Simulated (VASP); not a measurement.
## Al12C: single point with PBE

Slab: Al12C, a slab with vacuum.

```xyz
13
Lattice="5.7143 0.0000 0.0000 0.0000 5.7143 0.0000 0.0000 0.0000 19.6750" Properties=species:S:1:pos:R:3 pbc="T T T"
Al    1.4286    1.4286    4.0000
Al    1.4286    4.2857    4.0000
Al    4.2857    1.4286    4.0000
Al    4.2857    4.2857    4.0000
Al    0.0000    0.0000    6.0850
Al    0.0000    2.8572    6.0850
Al    2.8572    0.0000    6.0850
Al    2.8572    2.8572    6.0850
Al    1.4286    1.4286    8.1750
Al    1.4286    4.2857    8.1750
Al    4.2857    1.4286    8.1750
Al    4.2857    4.2857    8.1750
C     1.9048    2.8572    9.3313
```

```yaml
Program: VASP 6.6.1
Task: single point
Functional: PBE
Potentials_or_basis: VASP PAW PBE potentials, release 64 (Al, C)
Cutoff: 520 eV
k_mesh: 5 × 5 × 1
Occupations: gaussian, width 0.1 eV
Spin: no spin polarisation
Dipole_correction: yes
Further_INCAR_settings: ALGO = Normal; EDIFF = 1e-06; NBANDS = 32
```

| Item | Value |
| --- | --- |
| Largest force | 1.181 eV/Å |
| Band gap on the k mesh | zero (band 20 reaches -0.30 eV, above the bottom of band 21 at -0.97 eV) |

Forces on the atoms (eV/Å):
```
Al  -0.031 -0.096  0.114
Al  -0.031  0.096  0.114
Al   0.043  0.055 -0.085
Al   0.043 -0.055 -0.085
Al  -0.082  0.000 -0.037
Al  -0.311  0.000 -0.093
Al   0.141  0.000  0.140
Al   0.153  0.000 -0.073
Al  -0.413 -0.864 -0.102
Al  -0.413  0.864 -0.102
Al  -0.140 -0.078  0.093
Al  -0.140  0.078  0.093
C    1.181  0.000  0.025
```

Levels at points of the mesh, in eV from the Fermi level:
| k point | band 16 | band 17 | band 18 | band 19 | band 20 | band 21 | band 22 | band 23 | band 24 | band 25 |
| --- | --- | --- | --- | --- | --- | --- | --- | --- | --- | --- |
| (0.00, 0.00, 0.00) | -1.57 | -1.27 | -0.82 | -0.66 | -0.47 | -0.34 | -0.18 | -0.07 | 0.30 | 0.92 |

It took 3 min on 1 thread of Intel(R) Xeon(R) 6975P-C (Granite Rapids), with other jobs on the host, peak memory 0.61 GiB.
